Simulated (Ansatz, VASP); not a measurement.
## Two plane-wave programs on BAs

Contents of INCAR:

```
SYSTEM = BAs
  ALGO = Normal
  EDIFF = 1E-6
  ENCUT = 520
  ISIF = 2
  ISMEAR = 0
  LASPH = .True.
  LCHARG = .False.
  LREAL = .False.
  LWAVE = .False.
  NBANDS = 11
  NELM = 80
  PREC = Accurate
  SIGMA = 0.01
```

File KPOINTS:

```
k-points
0
Gamma
  10 10 10
  0 0 0
```

Contents of POSCAR:

```
BAs
1.0
    0.0000000000      2.3918677353      2.3918677353
    2.3918677353      0.0000000000      2.3918677353
    2.3918677353      2.3918677353      0.0000000000
B As
1 1
Direct
    0.0000000000      0.0000000000      0.0000000000
    0.2500000000      0.2500000000      0.2500000000
```

Input for Ansatz:

```yaml
crystal:
  lattice:
    - [0.0, 2.3918677353, 2.3918677353]
    - [2.3918677353, 0.0, 2.3918677353]
    - [2.3918677353, 2.3918677353, 0.0]
  atoms:
    - { symbol: B, position: [0.0, 0.0, 0.0] }
    - { symbol: As, position: [0.25, 0.25, 0.25] }
kpoints:
  mp_grid: { grid: [10, 10, 10] }
  band_path:
    path:
      - [0.0, 0.0, 0.0]
      - [-0.5, -0.5, 0.0]
      - [-0.375, -0.375, 0.25]
      - [-0.375, 0.0, 0.375]
      - [0.0, 0.0, 0.5]
      - [-0.5, -0.25, 0.25]
      - [0.0, 0.398437, 0.398438]
    npoints: 1
hamiltonian:
  xc: lda
scf:
  occupations: { method: fixed }
  n_extra_bands: 4
output:
  forces: true
  stress: true
  eigenvalues: true
  write_density: true
  write_potential: true
  elf: true
  volumetric_format: npy
```

Alike in both runs: task single point; functional LDA; k mesh 10 × 10 × 10; no spin polarisation.

|  | VASP | Ansatz |
| --- | --- | --- |
| version | VASP 6.6.1 | Ansatz 0.2.0 |
| potentials or method | VASP PAW LDA potentials, release 64 (B, As) | plane waves, PAW |
| plane-wave cutoff (eV) | 520 | 420 |
| occupations | gaussian, width 0.01 eV | fixed |
| valence electrons in the cell | 8 | 18 |

```csv
,VASP,Ansatz,Ansatz less VASP
gap on the k mesh at the Fermi level (eV),1.13,1.13,+0.007
pressure (GPa),-3.7,-4.5,-0.82
```

LDA's correlation is that of Perdew and Zunger in VASP and of Perdew and Wang (1992) in Ansatz. VASP's potentials hold 8 valence electrons a cell and Ansatz's 18, so a difference there can come from the potentials and not from the codes.
